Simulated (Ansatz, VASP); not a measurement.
## CdS: VASP beside Ansatz

```
Cd S
1.0
     0.00000    2.93921    2.93921
     2.91982    0.00000    2.93921
     2.91982    2.93921    0.00000
Cd S
1 1
Direct
  0.00000 0.00000 0.00000
  0.25000 0.25000 0.25000
```

Change from the starting cell: uniaxial_x strain -0.7%.

Alike in both runs: task single point; functional r2SCAN; k mesh 8 × 8 × 8; no spin polarisation.

```csv
,VASP,Ansatz
version,VASP 6.6.1,Ansatz 0.2.0
potentials or method,"VASP PAW PBE potentials, release 64 (Cd, S)","plane waves, PAW"
plane-wave cutoff (eV),520,500
occupations,"gaussian, width 0.01 eV",fixed
valence electrons in the cell,18,26
```

|  | VASP | Ansatz | Ansatz less VASP |
| --- | --- | --- | --- |
| gap on the k mesh at the Fermi level (eV) | 1.54 | 1.54 | +0.004 |
| pressure (GPa) | 0.7 | 0.4 | -0.32 |
| traceless stress, the component that is largest in VASP (GPa) | 0.08 | 0.08 | +0.001 |

VASP's potentials were made for PBE, not for r2SCAN. VASP's potentials hold 18 valence electrons a cell and Ansatz's 26, so a difference there can come from the potentials and not from the codes.
